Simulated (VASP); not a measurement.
# NaH (P6_3/mmc) in VASP: further runs, part 3 of 3

VASP 6.6.1.

### Step 4. Single point, LDA

This run uses another cell than the first one, of 15.26 Å³/atom, 0.934 times its volume.

The input, INCAR:

```
SYSTEM = NaH
PREC = Accurate
ENCUT = 520
EDIFF = 1E-7
ISMEAR = -1
SIGMA = 0.02
LREAL = .False.
LASPH = .True.
NELM = 100
ALGO = Normal
ISIF = 2
LWAVE = .False.
LCHARG = .False.
GGA = CA
NBANDS = 16
```

The input, KPOINTS:

```
regular mesh
0
Gamma
  6 6 6
  0 0 0
```

The input, POSCAR:

```
NaH
1.0
    3.8631047239      0.0000000000      0.0000000000
   -1.9315523619      3.3455468284      0.0000000000
    0.0000000000      0.0000000000      4.7240819757
Na H
2 2
Direct
    0.3333333333      0.6666666667     -0.0624991187
    0.6666666667      0.3333333333      0.4375008813
    0.3333333333      0.6666666667      0.4374991187
    0.6666666667      0.3333333333      0.9374991187
```

Potentials or basis: VASP PAW LDA potentials, release 64 (Na_pv, H).

Launch:

```sh
$ cat potpaw_LDA.64/Na_pv/POTCAR potpaw_LDA.64/H/POTCAR > POTCAR
$ mpirun -np 1 vasp_std > vasp.out
```

OUTCAR:

```text
SYSTEM = NaH
   PREC = Accurate
   ENCUT = 520
   EDIFF = 1E-7
   ISMEAR = -1
   LREAL = .False.
   LASPH = .True.
   NELM = 100
   ISIF = 2
   GGA = CA

 ion  position               nearest neighbor table
   1  0.333  0.667  0.938-
   2  0.667  0.333  0.438-
   3  0.333  0.667  0.437-
   4  0.667  0.333  0.937-

  LATTYP: Found a hexagonal cell.
 ALAT       =     3.8631047239
 C/A-ratio  =     1.2228718384

  Lattice vectors:

 A1 = (   3.8631047239,   0.0000000000,   0.0000000000)
 A2 = (  -1.9315523619,   3.3455468284,   0.0000000000)
 A3 = (   0.0000000000,   0.0000000000,   4.7240819757)

Analysis of symmetry for initial positions (statically):
=====================================================================
 Subroutine PRICEL returns:
 Original cell was already a primitive cell.

 Routine SETGRP: Setting up the symmetry group for a
 hexagonal supercell.

 Subroutine GETGRP returns: Found 24 space group operations
 (whereof  6 operations were pure point group operations)
 out of a pool of 24 trial point group operations.

[... 164 lines left out ...]
  free energy    TOTEN  =       -10.64371754 eV

  energy without entropy =      -10.64371754  energy(sigma->0) =      -10.64371754

 E-fermi :  -0.8142     XC(G=0):  -7.8102

 val. band max:       -1.3371212318   @ k =   0.1667  -0.0000   0.0000
 cond. band min:       1.6562661632   @ k =   0.3333   0.3333   0.0000
 fundamental gap:      2.9933873950
 Fermi energy:        -0.8142436963

 k-point     1 :       0.0000    0.0000    0.0000
  band No.  band energies     occupation
      1     -23.6326      2.00000
      2     -23.5809      2.00000
      3     -23.5809      2.00000
      4     -23.5446      2.00000
      5     -23.5446      2.00000
      6     -23.5198      2.00000
[... 433 lines left out ...]
      3     -23.5669      2.00000
      4     -23.5669      2.00000
      5     -23.5387      2.00000
      6     -23.5387      2.00000
[... 8 lines left out ...]
     15      12.1941      0.00000
     16      12.1941      0.00000

 [... further k-points ...]
[... 5 lines left out ...]
  --------------------------------------------------------------------------------------
  -------------------------------------------------------------------------------------
  Total       -0.0128650     -0.0128650     -0.0100803     -0.0000000      0.0000000      0.0000000
  in kB       -0.3375969     -0.3375969     -0.2645238     -0.0000000      0.0000000      0.0000000
  external PRESSURE =      -0.3132392 kB  Pullay stress =       0.0000000 kB

 VOLUME and BASIS-vectors are now :
 -----------------------------------------------------------------------------
  energy-cutoff  :      520.00
  volume of cell :       61.05
      direct lattice vectors                 reciprocal lattice vectors
     3.863104724  0.000000000  0.000000000     0.258859149  0.149452399  0.000000000
    -1.931552362  3.345546828  0.000000000     0.000000000  0.298904798  0.000000000
     0.000000000  0.000000000  4.724081976     0.000000000  0.000000000  0.211681339

 POSITION                                       TOTAL-FORCE (eV/Angst)
 -----------------------------------------------------------------------------------
     -0.00000      2.23036      4.42883        -0.000000      0.000000      0.000000
      1.93155      1.11518      2.06679         0.000000     -0.000000     -0.000000
     -0.00000      2.23036      2.06678        -0.000000     -0.000000     -0.000000
      1.93155      1.11518      4.42882         0.000000     -0.000000     -0.000000
 -----------------------------------------------------------------------------------
    total drift:                               -0.000000      0.000000      0.000617

  FREE ENERGIE OF THE ION-ELECTRON SYSTEM (eV)
  ---------------------------------------------------
  free  energy   TOTEN  =       -10.6437175407 eV

  energy  without entropy=      -10.6437175407  energy(sigma->0) =      -10.64371754
```

It took 19 s on 1 thread of Intel Xeon Platinum 8488C (Sapphire Rapids), shared host; peak memory 0.15 GiB.

Results:

```
Free energy            : -10.6437 eV
Pressure               : 0.0 GPa
Band gap on the k mesh : 2.99 eV, indirect (least direct gap 4.00 eV)
```

### Step 5. Single point, PBEsol

This run uses another cell than the first one, of 16.30 Å³/atom, 0.998 times its volume.

The input, INCAR:

```
SYSTEM = NaH
PREC = Accurate ; ENCUT = 520
EDIFF = 1E-6 ; ISMEAR = -1
SIGMA = 0.02 ; LREAL = .False.
LASPH = .True. ; NELM = 100
ALGO = Normal ; ISIF = 2
LWAVE = .False. ; LCHARG = .False.
GGA = PS ; NBANDS = 16
```

KPOINTS is that of step 4.

The input, POSCAR:

```
NaH
1.0
    3.9451285653      0.0000000000      0.0000000000
   -1.9725642826      3.4165815588      0.0000000000
    0.0000000000      0.0000000000      4.8367939577
Na H
2 2
Direct
    0.3333333333      0.6666666667     -0.0625038102
    0.6666666667      0.3333333333      0.4374961898
    0.3333333333      0.6666666667      0.4375038102
    0.6666666667      0.3333333333      0.9375038102
```

Potentials or basis: VASP PAW PBE potentials, release 64 (Na_pv, H).

Launch:

```sh
$ cat potpaw_PBE.64/Na_pv/POTCAR potpaw_PBE.64/H/POTCAR > POTCAR
$ mpirun -np 1 vasp_std > vasp.out
```

OUTCAR:

```text
SYSTEM = NaH
   PREC = Accurate
   ENCUT = 520
   EDIFF = 1E-6
   ISMEAR = -1
   LREAL = .False.
   LASPH = .True.
   NELM = 100
   ISIF = 2
   GGA = PS

 ion  position               nearest neighbor table
   1  0.333  0.667  0.937-
   2  0.667  0.333  0.437-
   3  0.333  0.667  0.438-
   4  0.667  0.333  0.938-

  LATTYP: Found a hexagonal cell.
 ALAT       =     3.9451285653
 C/A-ratio  =     1.2260168148

  Lattice vectors:

[... 635 lines left out ...]
      6     -23.5348      2.00000
[... 8 lines left out ...]
     15      11.7767      0.00000
     16      11.7767      0.00000

 [... further k-points ...]
[... 5 lines left out ...]
  --------------------------------------------------------------------------------------
  -------------------------------------------------------------------------------------
  Total       -0.0206822     -0.0206822     -0.0232763     -0.0000000     -0.0000000      0.0000000
  in kB       -0.5082715     -0.5082715     -0.5720230     -0.0000000     -0.0000000      0.0000000
  external PRESSURE =      -0.5295220 kB  Pullay stress =       0.0000000 kB

 VOLUME and BASIS-vectors are now :
 -----------------------------------------------------------------------------
  energy-cutoff  :      520.00
  volume of cell :       65.19
      direct lattice vectors                 reciprocal lattice vectors
     3.945128565  0.000000000  0.000000000     0.253477164  0.146345109  0.000000000
    -1.972564283  3.416581559  0.000000000     0.000000000  0.292690218  0.000000000
     0.000000000  0.000000000  4.836793958     0.000000000  0.000000000  0.206748522

 POSITION                                       TOTAL-FORCE (eV/Angst)
 -----------------------------------------------------------------------------------
     -0.00000      2.27772      4.53448         0.000000     -0.000000      0.000027
      1.97256      1.13886      2.11608        -0.000000      0.000000      0.000027
     -0.00000      2.27772      2.11612        -0.000000      0.000000     -0.000027
      1.97256      1.13886      4.53451         0.000000      0.000000     -0.000027
 -----------------------------------------------------------------------------------
    total drift:                               -0.000000      0.000000      0.000000

  FREE ENERGIE OF THE ION-ELECTRON SYSTEM (eV)
  ---------------------------------------------------
  free  energy   TOTEN  =       -10.0259542654 eV

  energy  without entropy=      -10.0259542654  energy(sigma->0) =      -10.02595427
```

stdout:

```text
POSCAR found type information on POSCAR NaH
 POSCAR found :  2 types and       4 ions
 scaLAPACK will be used
 -----------------------------------------------------------------------------
|                                                                             |
|                                                                             |
|     You enforced a specific xc type in the INCAR file but a different       |
|     I HOPE YOU KNOW WHAT YOU ARE DOING!                                     |
|                                                                             |
 -----------------------------------------------------------------------------

 LDA part: xc-table for (Slater+PW92), standard interpolation
 POSCAR, INCAR and KPOINTS ok, starting setup
 FFT: planning ... GRIDC
 FFT: planning ... GRID_SOFT
 FFT: planning ... GRID
 WAVECAR not read
 entering main loop
```

Wall time 21 s (1 thread of Intel Xeon Platinum 8488C (Sapphire Rapids), shared host); peak memory 0.17 GiB.

What came out:

- Free energy: -10.0260 eV
- Pressure: -0.1 GPa
- Band gap on the k mesh: 3.09 eV, indirect (least direct gap 4.02 eV)

Levels at points of the mesh, in eV from the valence-band top:
| k point | band 5 | band 6 | band 7 | band 8 | band 9 | band 10 | band 11 | band 12 |
| --- | --- | --- | --- | --- | --- | --- | --- | --- |
| (0.00, 0.00, 0.00) | -22.13 | -22.11 | -3.44 | -0.02 | 4.66 | 7.86 | 10.18 | 10.18 |
| (0.50, 0.00, 0.00) | -22.14 | -22.13 | -1.55 | -0.65 | 3.69 | 7.34 | 7.49 | 7.67 |
| (0.00, 0.00, 0.50) | -22.15 | -22.15 | -2.10 | -2.10 | 6.84 | 6.84 | 10.94 | 10.94 |
| (0.50, 0.00, 0.50) | -22.13 | -22.13 | -0.85 | -0.85 | 3.75 | 3.75 | 8.36 | 8.36 |

Caveat: the PAW data sets were made with another functional, which shifts forces and pressure a little. As with any semilocal functional, this PBEsol gap is likely too small.

### Step 6. Summary

| level | potentials or basis | cell | k mesh | smearing | gap on the mesh (eV) | pressure (GPa) |
| --- | --- | --- | --- | --- | --- | --- |
| PBE | VASP PAW PBE potentials, release 64 (Na_pv, H) | a = 3.953, b = 3.953, c = 4.828 Å, angles 90.0, 90.0, 120.0°, 4 atoms | 6 × 6 × 4 | gaussian 0.01 eV | 3.33 | 0.3 |
| LDA | VASP PAW LDA potentials, release 64 (Na_pv, H) | a = 3.863, b = 3.863, c = 4.724 Å, angles 90.0, 90.0, 120.0°, 4 atoms | 6 × 6 × 6 | fermi-dirac 0.02 eV | 2.99 | 0.0 |
| PBEsol | VASP PAW PBE potentials, release 64 (Na_pv, H) | a = 3.945, b = 3.945, c = 4.837 Å, angles 90.0, 90.0, 120.0°, 4 atoms | 6 × 6 × 6 | fermi-dirac 0.02 eV | 3.09 | -0.1 |

Alike in all rows: task single point; no spin polarisation; cutoff (eV) 520.

Caveats: the PAW data sets were made with another functional, which shifts forces and pressure a little (some runs).

Absolute energies hang on the potentials; compare differences alone.
